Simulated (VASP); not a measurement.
# Ho2O (P6/mmm) in VASP: single point with PBE

Aim: the single point of Ho2O with PBE.

Program: VASP 6.6.1. These are calculated values, not measurements. Logs are shortened: lines on timing, memory, paths and dates and some standing lists are left out, and cuts for length are marked.

**1. The cell of the first run**

Symmetry: P6/mmm, No. 191, hexagonal system. The conventional cell has a = 4.899 Å, b = 4.899 Å, c = 3.029 Å, α = 90.00°, β = 90.00°, γ = 120.00°. Within 3.7 Å of Ho (site symmetry -6m2) lie 5 Ho at 2.83 to 3.03 Å and 6 O at 3.21 Å. Within 4.0 Å of O (site symmetry 6/mmm) lie 2 O at 3.03 Å and 12 Ho at 3.21 Å.

The cell was generated, and may not be a known phase.

**2. Single point, PBE**

File INCAR:

```
PREC     = Accurate       # precision mode
ENCUT    = 600            # plane-wave cutoff, eV
EDIFF    = 1E-6           # SCF threshold, eV
ISMEAR   = 0              # smearing method
SIGMA    = 0.2            # smearing width, eV
LREAL    = False          # projectors in reciprocal space
LASPH    = True           # aspherical terms in the spheres
NELM     = 200            # most SCF steps
ALGO     = Normal         # electronic algorithm
ISIF     = 2              # what is computed and relaxed
LWAVE    = False          # write WAVECAR
LCHARG   = False          # write CHGCAR
GGA      = PE             # functional
NBANDS   = 19             # bands
GGA_COMPAT= False        
LMAXMIX  = 6              # l up to which the mixer works
```

File KPOINTS:

```
regular mesh
0
Gamma
  5 5 5
```

File POSCAR:

```
Ho2O
1.0
    4.8987378476     -0.0000000031      0.0000000000
   -2.4493689211      4.2424314241      0.0000000000
    0.0000000000      0.0000000000      3.0294876568
Ho O
2 1
Direct
    0.3333333333      0.6666666667      0.5000000000
    0.6666666667      0.3333333333      0.5000000000
    0.0000000000      0.0000000000      0.0000000000
```

Potentials or basis: VASP PAW PBE potentials, release 64 (Ho_3, O), 4f in core.

Started as:

```console
$ cat potpaw_PBE.64/Ho_3/POTCAR potpaw_PBE.64/O/POTCAR > POTCAR
$ mpirun -np 1 vasp_std > vasp.out
```

OUTCAR:

```text
PREC = Accurate
   ENCUT = 600
   EDIFF = 1E-6
   ISMEAR = 0
   LREAL = False
   LASPH = True
   NELM = 200
   ISIF = 2
   GGA = PE

 ion  position               nearest neighbor table
   1  0.333  0.667  0.500-   2 2.83   2 2.83   2 2.83
   2  0.667  0.333  0.500-   1 2.83   1 2.83   1 2.83
   3  0.000  0.000  0.000-

  LATTYP: Found a hexagonal cell.
 ALAT       =     4.8987378476
 C/A-ratio  =     0.6184220816

  Lattice vectors:

 A1 = (   4.8987378476,  -0.0000000031,   0.0000000000)
 A2 = (  -2.4493689211,   4.2424314241,   0.0000000000)
 A3 = (   0.0000000000,   0.0000000000,   3.0294876568)

Analysis of symmetry for initial positions (statically):
=====================================================================
 Subroutine PRICEL returns:
 Original cell was already a primitive cell.

 Routine SETGRP: Setting up the symmetry group for a
 hexagonal supercell.

 Subroutine GETGRP returns: Found 24 space group operations
 (whereof 24 operations were pure point group operations)
 out of a pool of 24 trial point group operations.

The static configuration has the point symmetry D_6h.

Analysis of symmetry for dynamics (positions and initial velocities):
=====================================================================
 Subroutine PRICEL returns:
 Original cell was already a primitive cell.

 Routine SETGRP: Setting up the symmetry group for a
 hexagonal supercell.

 Subroutine GETGRP returns: Found 24 space group operations
 (whereof 24 operations were pure point group operations)
 out of a pool of 24 trial point group operations.

The dynamic configuration has the point symmetry D_6h.

 Subroutine INISYM returns: Found 24 space group operations
 (whereof 24 operations are pure point group operations),
 and found     1 'primitive' translations

----------------------------------------------------------------------------------------

                                     Primitive cell

  volume of cell :      62.9605

  direct lattice vectors                    reciprocal lattice vectors
     4.898737848 -0.000000003  0.000000000     0.204134214  0.117856943  0.000000000
    -2.449368921  4.242431424  0.000000000     0.000000000  0.235713887  0.000000000
     0.000000000  0.000000000  3.029487657     0.000000000  0.000000000  0.330088818

  length of vectors
     4.898737848  4.898737848  3.029487657     0.235713887  0.235713887  0.330088818

  position of ions in fractional coordinates (direct lattice)
     0.333333333  0.666666667  0.500000000
     0.666666667  0.333333333  0.500000000
     0.000000000  0.000000000  0.000000000

  ion indices of the primitive-cell ions
   primitive index   ion index
                 1           1
                 2           2
                 3           3

----------------------------------------------------------------------------------------

 KPOINTS: regular mesh

Automatic generation of k-mesh.
 Grid dimensions read from file:
 generate k-points for:    5    5    5

 Generating k-lattice:

  Cartesian coordinates                     Fractional coordinates (reciprocal lattice)
     0.040826843  0.023571389  0.000000000     0.200000000  0.000000000  0.000000000
     0.000000000  0.047142777  0.000000000    -0.000000000  0.200000000  0.000000000
     0.000000000  0.000000000  0.066017764     0.000000000  0.000000000  0.200000000

  Length of vectors
     0.047142777  0.047142777  0.066017764

  Shift w.r.t. Gamma in fractional coordinates (k-lattice)
     0.000000000  0.000000000  0.000000000

 Subroutine IBZKPT returns following result:
 ===========================================

 Found     15 irreducible k-points:

 Following reciprocal coordinates:
            Coordinates               Weight
  0.000000  0.000000  0.000000      1.000000
  0.200000  0.000000  0.000000      6.000000
  0.400000  0.000000  0.000000      6.000000
  0.200000  0.200000  0.000000      6.000000
  0.400000  0.200000  0.000000      6.000000
  0.000000  0.000000  0.200000      2.000000
  0.200000  0.000000  0.200000     12.000000
  0.400000  0.000000  0.200000     12.000000
  0.200000  0.200000  0.200000     12.000000
  0.400000  0.200000  0.200000     12.000000
  0.000000  0.000000  0.400000      2.000000
  0.200000  0.000000  0.400000     12.000000
  0.400000  0.000000  0.400000     12.000000
  0.200000  0.200000  0.400000     12.000000
  0.400000  0.200000  0.400000     12.000000
   k-points           NKPTS =     15   k-points in BZ     NKDIM =     15   number of bands    NBANDS=     19
   number of dos      NEDOS =    301   number of ions     NIONS =      3
   total plane-waves  NPLWV =  38400
   dimension x,y,z NGX =    40 NGY =   40 NGZ =   24
   dimension x,y,z NGXF=    80 NGYF=   80 NGZF=   48
   ions per type =               2   1
   NGX,Y,Z   is equivalent  to a cutoff of  13.57, 13.57, 13.17 a.u.
   NGXF,Y,Z  is equivalent  to a cutoff of  27.15, 27.15, 26.34 a.u.
 SYSTEM =  unknown system
   PREC   = accura    normal or accurate (medium, high low for compatibility)
   ISTART =      0    job   : 0-new  1-cont  2-samecut
   ICHARG =      2    charge: 1-file 2-atom 10-const
   ISPIN  =      1    spin polarized calculation?
   LNONCOLLINEAR =      F non collinear calculations
   LSORBIT =      F    spin-orbit coupling
   LASPH  =      T    aspherical Exc in radial PAW
   ENCUT  =  600.0 eV  44.10 Ry    6.64 a.u.   9.78  9.78  6.05*2*pi/ulx,y,z
   NELM   =    200;   NELMIN=  2; NELMDL= -5     # of ELM steps
   EDIFF  = 0.1E-05   stopping-criterion for ELM
   LREAL  =      F    real-space projection
   EDIFFG = 0.1E-04   stopping-criterion for IOM
   NSW    =      0    number of steps for IOM
   IBRION =     -1    ionic relax: 0-MD 1-quasi-New 2-CG
   NFREE  =      0    steps in history (QN), initial steepest desc. (CG)
   ISIF   =      2    stress and relaxation
   ISYM   =      2    0-nonsym 1-usesym 2-fastsym
   POTIM  = 0.5000    time-step for ionic-motion
   TEBEG  =    0.0;   TEEND  =   0.0 temperature during run
   PSTRESS=    0.0 pullay stress
   NELECT =      24.0000    total number of electrons
   NUPDOWN=      -1.0000    fix difference up-down
   EMIN   =  10.00;   EMAX   =-10.00  energy-range for DOS
   EFERMI =   0.00;   METHOD = LEGACY
   ISMEAR =     0;   SIGMA  =   0.20  broadening in eV -4-tet -1-fermi 0-gaus
   EFERMI_NEDOS =   21; number of points for ismear=-14 and -15
   IALGO  =     38    algorithm
   IMIX   =      4    mixing-type and parameters
     AMIX     =   0.40;   BMIX     =  1.00
     AMIX_MAG =   1.60;   BMIX_MAG =  1.00
  volume/ion in A,a.u.               =      20.99       141.63
  Fermi-wavevector in a.u.,A,eV,Ry     =   1.187014  2.243131 19.170639  1.409002
  Thomas-Fermi vector in A             =   2.323174
   LORBIT       =      0    0 simple, 1 ext, 2 COOP (PROOUT), +10 PAW based schemes
   GGA     = PE    functional components
   LHFCALC =     F    Hartree Fock is set to
   AEXX    =    0.0000 exact exchange contribution
   IVDW    =     0    specifies the selected vdW correction
   LEPSILON=     F    determine dielectric tensor
   LRPA    =     F    only Hartree local field effects (RPA)
 non-spin polarized calculation
 Gauss-broadening in eV      SIGMA  =   0.20
  energy-cutoff  :      600.00
  volume of cell :       62.96
 maximum number of plane-waves:      2116
 NGX is ok and might be reduce to    40
   NGX = 19   NGY = 19   NGZ = 13

 number of electron      23.9999997 magnetization

 Free energy of the ion-electron system (eV)
  ---------------------------------------------------
  ext. energy  EPLUGINS =         0.00000000
  ---------------------------------------------------
  free energy    TOTEN  =       -12.00107013 eV

  energy without entropy =      -11.90210004  energy(sigma->0) =      -11.95158509

 E-fermi :   3.4321     XC(G=0): -10.4373

 val. band max:        3.3887726906   @ k =   0.4000   0.0000   0.2000
 cond. band min:       3.4465877879   @ k =   0.2000   0.2000   0.4000
 fundamental gap:      0.0578150972
 Fermi energy:         3.4320556908

 k-point     1 :       0.0000    0.0000    0.0000
  band No.  band energies     occupation
      1     -21.8262      2.00000
      2     -21.8262      2.00000
      3     -20.4157      2.00000
      4     -20.4157      2.00000
      5     -20.3681      2.00000
      6     -20.0229      2.00000
[... 11 lines left out ...]
     18       7.1824      0.00000
     19       7.1824      0.00000

 k-point     2 :       0.2000    0.0000    0.0000
  band No.  band energies     occupation
      1     -21.8708      2.00000
      2     -21.7376      2.00000
      3     -20.5203      2.00000
      4     -20.3602      2.00000
      5     -20.3398      2.00000
      6     -20.0524      2.00000
[... 11 lines left out ...]
     18       7.1096      0.00000
     19       7.2999      0.00000

 k-point     3 :       0.4000    0.0000    0.0000
  band No.  band energies     occupation
      1     -21.9368      2.00000
      2     -21.5564      2.00000
      3     -20.7246      2.00000
      4     -20.2765      2.00000
      5     -20.2734      2.00000
      6     -20.1207      2.00000
[... 11 lines left out ...]
     18       7.6661      0.00000
     19       7.9438      0.00000

 k-point     4 :       0.2000    0.2000    0.0000
  band No.  band energies     occupation
      1     -21.9487      2.00000
      2     -21.5526      2.00000
      3     -20.7223      2.00000
      4     -20.2899      2.00000
      5     -20.2696      2.00000
      6     -20.1038      2.00000
[... 209 lines left out ...]
     18       8.5541      0.00000
     19       8.8946      0.00000

 k-point    14 :       0.2000    0.2000    0.4000
  band No.  band energies     occupation
      1     -21.7823      2.00000
      2     -21.4468      2.00000
      3     -21.4020      2.00000
      4     -21.1824      2.00000
      5     -20.5942      2.00000
      6     -20.1644      2.00000
[... 11 lines left out ...]
     18       8.0703      0.00000
     19       8.2191      0.00000

 k-point    15 :       0.4000    0.2000    0.4000
  band No.  band energies     occupation
      1     -21.8273      2.00000
      2     -21.3657      2.00000
      3     -21.2701      2.00000
      4     -21.1961      2.00000
      5     -20.8028      2.00000
      6     -20.1101      2.00000
[... 11 lines left out ...]
     18       8.2489      0.00000
     19       8.4793      0.00000

------------------------ aborting loop because EDIFF is reached ----------------------------------------

  FORCE on cell =-STRESS in cart. coord.  units (eV):
  Direction    XX          YY          ZZ          XY          YZ          ZX
  --------------------------------------------------------------------------------------
  -------------------------------------------------------------------------------------
  Total        0.4705825      0.4705825      0.1278943      0.0000000     -0.0000000      0.0000000
  in kB       11.9750725     11.9750725      3.2545708      0.0000000     -0.0000000      0.0000000
  external PRESSURE =       9.0682386 kB  Pullay stress =       0.0000000 kB

 VOLUME and BASIS-vectors are now :
 -----------------------------------------------------------------------------
  energy-cutoff  :      600.00
  volume of cell :       62.96
      direct lattice vectors                 reciprocal lattice vectors
     4.898737848 -0.000000003  0.000000000     0.204134214  0.117856943  0.000000000
    -2.449368921  4.242431424  0.000000000     0.000000000  0.235713887  0.000000000
     0.000000000  0.000000000  3.029487657     0.000000000  0.000000000  0.330088818

 POSITION                                       TOTAL-FORCE (eV/Angst)
 -----------------------------------------------------------------------------------
      0.00000      2.82829      1.51474        -0.000000     -0.000000      0.000000
      2.44937      1.41414      1.51474         0.000000      0.000000      0.000000
      0.00000      0.00000      0.00000         0.000000     -0.000000      0.000000
 -----------------------------------------------------------------------------------
    total drift:                                0.000000     -0.000000      0.000000

  FREE ENERGIE OF THE ION-ELECTRON SYSTEM (eV)
  ---------------------------------------------------
  free  energy   TOTEN  =       -12.0010701279 eV

  energy  without entropy=      -11.9021000434  energy(sigma->0) =      -11.95158509
```

It took 38 s on 1 thread of Intel Xeon 8259CL, shared host; peak memory 0.2 GiB.

What came out:

```yaml
Free_energy: -12.0011 eV
Pressure: 0.9 GPa
Band_gap_on_the_k_mesh: zero (bands 12 and 13 overlap by 1.23 eV)
```

Stress tensor (GPa, compression positive):
```
1.20 0.00 0.00
0.00 1.20 0.00
0.00 0.00 0.33
```

Caveat: the k points lie up to 0.41 Å⁻¹ apart, too coarse for converged energies and pressures of a metal; spin-orbit coupling is left out, which moves the levels of the heavy elements; the 4f electrons are frozen in the core, so they carry no moment and show no levels; the run has no spin polarisation, though such a crystal can be magnetic. With open d or f shells a metallic result of PBE can be an artefact of self-interaction; +U or a hybrid may open a gap.

The gap in the log of VASP goes by the Fermi energy; the results here count the filled bands.